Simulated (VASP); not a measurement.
The system is CaSe.

```xyz
2
Lattice="0.0000 2.9675 2.9675 2.9675 0.0000 2.9675 2.9675 2.9675 0.0000" Properties=species:S:1:pos:R:3 pbc="T T T"
Ca    0.0000    0.0000    0.0000
Se    2.9675    2.9675    2.9675
```

Base run:

* Program: VASP 6.6.1
* Functional: PBEsol
* Potentials or basis: VASP PAW PBE potentials, release 64 (Ca_sv, Se)
* Cutoff: 500 eV
* k mesh: 6 × 6 × 6
* Occupations: gaussian, width 0.01 eV
* Spin: no spin polarisation

Its results: band gap on the k mesh 1.95 eV, indirect (least direct gap 2.89 eV); pressure -1.5 GPa.

Problem. The run is repeated on the same cell with these changes: functional from PBEsol to r2SCAN; cutoff from 500 eV to 550 eV. What comes out?

Solution. Band gap on the k mesh 2.52 eV, indirect (least direct gap 3.46 eV); pressure 0.3 GPa.

r2SCAN gives the wider gap, since meta-GGAs in the generalised Kohn-Sham scheme recover part of the derivative discontinuity.

Caveats: the PAW data sets were made with another functional, which shifts forces and pressure a little.

A k mesh can miss the band edges.
